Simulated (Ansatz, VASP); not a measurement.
# One calculation of IrRh5, two programs

```
Ir Rh
1.0
     4.72179    0.00000    0.00000
    -2.36089    4.08919    0.00000
     0.00000    0.00000    4.40082
Ir Rh
1 5
Direct
  0.00000 0.00000 0.00000
  0.66667 0.33333 0.00000
  0.33333 0.66667 0.00000
  0.33080 0.00000 0.50000
  0.00000 0.33080 0.50000
  0.66920 0.66920 0.50000
```

Alike in both runs: task single point; functional PBE; k mesh 6 × 6 × 4; occupations gaussian, width 0.1 eV; collinear spin.

|  | VASP | Ansatz |
| --- | --- | --- |
| version | VASP 6.6.1 | Ansatz 0.2.0 |
| potentials or method | VASP PAW PBE potentials, release 64 (Ir, Rh_pv), cutoff 520 eV | scalar-relativistic, plane waves, PAW |
| valence electrons in the cell | 84 | 102 |

VASP gave:

* gap on the k mesh at the Fermi level (eV): none
* pressure (GPa): -0.4
* traceless stress, the component that is largest in VASP (GPa): 0.42
* rms of the force components (eV/Å): 0.037
* net moment per atom (μB): 0.00

Problem. Estimate Ansatz's values.

Solution. gap on the k mesh at the Fermi level (eV): none; pressure (GPa): -0.5; traceless stress, the component that is largest in VASP (GPa): 0.41; rms of the force components (eV/Å): 0.033; net moment per atom (μB): 0.00.

Atom by atom the forces differ by 0.004 eV/Å (rms over components). A gap of «none» marks a metal or a gap that the smearing closes. VASP's potentials hold 84 valence electrons a cell and Ansatz's 102, so a difference there can come from the potentials and not from the codes. Ansatz's warnings: seeded moment not kept.

Neither program's run includes spin-orbit coupling.
